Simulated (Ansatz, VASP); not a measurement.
PbS: VASP beside Ansatz

```
Pb S
1.0
     3.65366    0.00000    0.00000
     0.00000    3.65366    0.00000
     0.00000    0.00000    3.65366
Pb S
1 1
Direct
  0.00000 0.00000 0.00000
  0.50000 0.50000 0.50000
```

Alike in both runs: task relaxation of cell and atoms; functional BLYP; dispersion D3(BJ); k mesh 7 × 7 × 7; occupations fermi-dirac, width 0.05 eV; no spin polarisation.

```csv
,VASP,Ansatz
version,VASP 6.6.1,Ansatz 0.2.0
potentials or method,"VASP PAW PBE potentials, release 64 (Pb_d, S)",Ansatz PAW
plane-wave cutoff (eV),600,420
valence electrons in the cell,20,20
```

Ansatz gave:

```
relaxed volume (Å³/atom)                                     : 23.96
relaxed cell length with the largest relative difference (Å) : 3.632
```

**Question.** Estimate VASP's values.

**Answer.** Relaxed volume (Å³/atom): 24.01; relaxed cell length with the largest relative difference (Å): 3.635.

VASP's potentials were made for PBE, not for BLYP.

Spin-orbit coupling is off throughout. Noted on Ansatz's run: the plane-wave basis is chosen anew once the cell has moved, so the energies of steps on either side of that aren't comparable.
